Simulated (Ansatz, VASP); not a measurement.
# W: VASP beside Ansatz

```xyz
1
Lattice="-1.6215 1.6215 1.6215 1.6215 -1.6215 1.6215 1.6215 1.6215 -1.6215" Properties=species:S:1:pos:R:3 pbc="T T T"
W     0.0000    0.0000    0.0000
```

Alike in both runs: task single point; functional r2SCAN; k mesh 14 × 14 × 14; occupations methfessel-paxton of order 1, width 0.2906 eV; no spin polarisation.

|  | VASP | Ansatz |
| --- | --- | --- |
| version | VASP 6.6.1 | Ansatz 0.2.0 |
| potentials or method | VASP PAW PBE potentials, release 64 (W_sv), cutoff 520 eV | PAW plane waves |
| valence electrons in the cell | 14 | 14 |

|  | VASP | Ansatz | Ansatz less VASP |
| --- | --- | --- | --- |
| pressure (GPa) | -18.2 | -19.1 | -0.88 |

VASP's potentials were made for PBE, not for r2SCAN. The functional is the same, so the differences come from potentials, cutoffs and numerics.

Neither program's run includes spin-orbit coupling.
